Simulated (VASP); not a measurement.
Here is a VASP 6.6.1 calculation.

Contents of INCAR:

```
SYSTEM = SrO
PREC = Accurate
ENCUT = 600
EDIFF = 1E-6
ISMEAR = 0
SIGMA = 0.01
LREAL = .FALSE.
LASPH = .TRUE.
NELM = 100
ALGO = Normal
ISIF = 3
LWAVE = .FALSE.
LCHARG = .FALSE.
GGA = CA
IBRION = 2
NSW = 80
EDIFFG = -0.001
```

Contents of KPOINTS:

```
regular mesh
0
G
  8 8 8
  0 0 0
```

Contents of POSCAR:

```
SrO
1.0
    0.0000000000      2.5323443572      2.5323443572
    2.5323443572      0.0000000000      2.5323443572
    2.5323443572      2.5323443572      0.0000000000
Sr O
1 1
Direct
    0.0000000000      0.0000000000      0.0000000000
    0.5000000000      0.5000000000      0.5000000000
```

Potentials or basis: VASP PAW LDA potentials, release 64 (Sr_sv, O).

Launch:

```bash
$ cat potpaw_LDA.64/Sr_sv/POTCAR potpaw_LDA.64/O/POTCAR > POTCAR
$ mpirun -np 1 vasp_std > vasp.out
```

What does it give for the relaxed volume?

16.35 Å³/atom.

Predict the space group after relaxing (to 0.05 Å).

Fm-3m (No. 225).

Final structure:
```
Sr O
1.0
     0.00000    2.53795    2.53795
     2.53795    0.00000    2.53795
     2.53795    2.53795    0.00000
Sr O
1 1
Direct
  0.00000 0.00000 0.00000
  0.50000 0.50000 0.50000
```
